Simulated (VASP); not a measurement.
AlN: single point with LDA

The system is AlN.

```xyz
4
Lattice="2.9960 0.0000 0.0000 -1.4980 2.5946 0.0000 0.0000 0.0000 5.5368" Properties=species:S:1:pos:R:3 pbc="T T T"
Al    0.0000    1.7297    0.0460
Al    1.4980    0.8649    2.8144
N     0.0000    1.7297    2.0857
N     1.4980    0.8649    4.8541
```

```
Program                : VASP 6.6.1
Task                   : single point
Functional             : LDA
Potentials or basis    : VASP PAW LDA potentials, release 64 (Al, N)
Cutoff                 : 520 eV
k mesh                 : 9 × 9 × 6
Occupations            : gaussian, width 0.05 eV
Spin                   : no spin polarisation
Dipole correction      : no
Further INCAR settings : ALGO = Normal; EDIFF = 1e-06; NBANDS = 16
```

```
Pressure               : -6.9 GPa
Largest force          : 0.033 eV/Å
Band gap on the k mesh : 3.09 eV, direct
```

Forces in eV/Å, atoms in the order of the input:
```
Al   0.000  0.000  0.033
Al   0.000  0.000  0.033
N    0.000  0.000 -0.033
N    0.000  0.000 -0.033
```

Stress tensor (GPa, compression positive):
```
  8.92   0.00   0.00
  0.00   8.92   0.00
  0.00   0.00 -38.65
```

Levels at points of the mesh, in eV from the valence-band top:
```
           k point  band 5  band 6  band 7  band 8  band 9  band 10  band 11  band 12
(0.00, 0.00, 0.00)   -0.33   -0.33    0.00    0.00    3.09     7.52     9.09    10.55
(0.00, 0.00, 0.50)   -0.17   -0.17   -0.17   -0.17    6.12     6.12     9.30     9.30
```

Wall time 24 s on 1 thread of Intel(R) Xeon(R) Platinum 8259CL CPU @ 2.50GHz (Skylake/Cascade Lake) (shared host), peak memory 0.15 GiB.

LDA gaps usually lie below the measured ones, often by a third to a half.
